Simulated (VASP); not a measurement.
Runs of VASP 6.6.1 on TiO2. The structure is that of space group P4_2/mnm (No. 136), or close to it. The cells are those of the table. 

| cell | gap on the mesh (eV) | pressure (GPa) | largest force (eV/Å) |
| --- | --- | --- | --- |
| a = 4.689, b = 4.689, c = 2.919 Å, 6 atoms | 2.27 | (b) | 0.05 |
| a = 4.620, b = 4.620, c = 2.944 Å, 6 atoms | 2.23 | 0.0 | 0.04 |
| a = 4.689, b = 4.689, c = 2.918 Å, 6 atoms | 2.21 | (a) | 0.11 |
| a = 4.551, b = 4.551, c = 2.974 Å, 6 atoms | 2.23 | 3.9 | 0.03 |
| a = 4.643, b = 4.643, c = 2.936 Å, 6 atoms | 2.24 | -1.3 | 0.04 |

Alike in all rows: task single point; level r2SCAN; potentials or basis VASP PAW PBE potentials, release 64 (Ti_sv, O); no spin polarisation; k mesh 4 × 4 × 6; cutoff (eV) 520; smearing gaussian 0.01 eV.

Q: Estimate the missing entries.

A: (a) -4.0; (b) -3.5.

Caveats: the PAW data sets were made with another functional, which shifts forces and pressure a little.

A k mesh can miss the band edges.
